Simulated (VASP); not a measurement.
Set up this calculation in VASP 6.6.1, as the native input.

| Property | Result |
| --- | --- |
| Task | single point |
| Functional | PBE |
| Dispersion | D3(BJ) |
| Potentials or basis | VASP PAW PBE potentials, release 64 (Ir, S) |
| Cutoff | 520 eV |
| k mesh | 6 × 6 × 1 |
| Occupations | gaussian, width 0.1 eV |
| Spin | no spin polarisation |
| Dipole correction | yes |
| Further INCAR settings | ALGO = Normal; EDIFF = 1e-07; NBANDS = 69 |

The structure of Ir12S lies in POSCAR:

```
Ir12S
1.0
    4.7036899471      0.0000000000      0.0000000000
   -2.3518449735      4.0735149857      0.0000000000
    0.0000000000      0.0000000000     25.6520221164
Ir S
12 1
Direct
    0.0000000000      0.3333333333      0.3313578930
    0.3333333333      0.0000000000      0.3313578930
    0.6666666667      0.6666666667      0.3313578930
    0.3333333333      0.3333333333      0.4177971100
    0.6666666667      0.0000000000      0.4177971100
    0.0000000000      0.6666666667      0.4177971100
    0.6666666667      0.3333333333      0.5018408556
    0.0000000000      0.0000000000      0.5043499682
    0.3333333333      0.6666666667      0.5043499682
   -0.0025322007      0.3333333333      0.5902804829
    0.3358655341      0.0025322007      0.5902804829
    0.6666666667      0.6641344659      0.5902804829
    0.6666666667      0.3333333333      0.6569076649
```

These files were run (other wordings do the same):

INCAR

```
SYSTEM = Ir12S
ALGO = Normal
DIPOL = 0.5 0.5 0.476
EDIFF = 1E-7
ENCUT = 520
GGA = PE
IDIPOL = 3
ISIF = 2
ISMEAR = 0
IVDW = 12
LASPH = .True.
LCHARG = .False.
LDIPOL = .True.
LREAL = .False.
LWAVE = .False.
NBANDS = 69
NELM = 100
PREC = Accurate
SIGMA = 0.1
```

KPOINTS

```
k-points
0
Gamma
  6 6 1
  0 0 0
```

Potentials or basis: VASP PAW PBE potentials, release 64 (Ir, S).

The run is started by

```console
$ cat potpaw_PBE.64/Ir/POTCAR potpaw_PBE.64/S/POTCAR > POTCAR
$ mpirun -np 1 vasp_std > vasp.out
```

It gave:

The largest force is 0.312 eV/Å, the band gap on the k mesh is zero (bands 57 and 58 overlap by 0.26 eV) and the dispersion energy per atom is -0.537 eV.

Caveat: spin-orbit coupling is left out, which moves the levels of the heavy elements.

Run time: 9.1 min on 1 thread of Intel(R) Xeon(R) 6975P-C (Granite Rapids), on a shared host, peak memory 0.63 GiB.
